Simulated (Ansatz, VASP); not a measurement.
**BaBe2: VASP beside Ansatz**

```
Ba Be
1.0
     0.00000    3.95653    3.95653
     3.95653    0.00000    3.95653
     3.95653    3.95653    0.00000
Ba Be
2 4
Direct
  0.50000 0.50000 0.50000
  0.75000 0.75000 0.75000
  0.12500 0.12500 0.12500
  0.62500 0.12500 0.12500
  0.12500 0.12500 0.62500
  0.12500 0.62500 0.12500
```

Alike in both runs: functional PBE; k mesh 8 × 8 × 8; occupations gaussian, width 0.1 eV; no spin polarisation.

Ansatz relaxed the structure, and its values are those at the end. VASP's run is a single point on that final structure, the one shown.

|  | VASP | Ansatz |
| --- | --- | --- |
| version | VASP 6.6.1 | Ansatz 0.2.0 |
| potentials or method | VASP PAW PBE potentials, release 64 (Ba_sv, Be), cutoff 520 eV | scalar-relativistic, plane waves, PAW |
| valence electrons in the cell | 28 | 28 |

```csv
,VASP,Ansatz,Ansatz less VASP
gap on the k mesh at the Fermi level (eV),none,none,-
pressure (GPa),0.7,0.0,-0.67
```

A gap of «none» marks a metal or a gap that the smearing closes.

Spin-orbit coupling is off throughout.
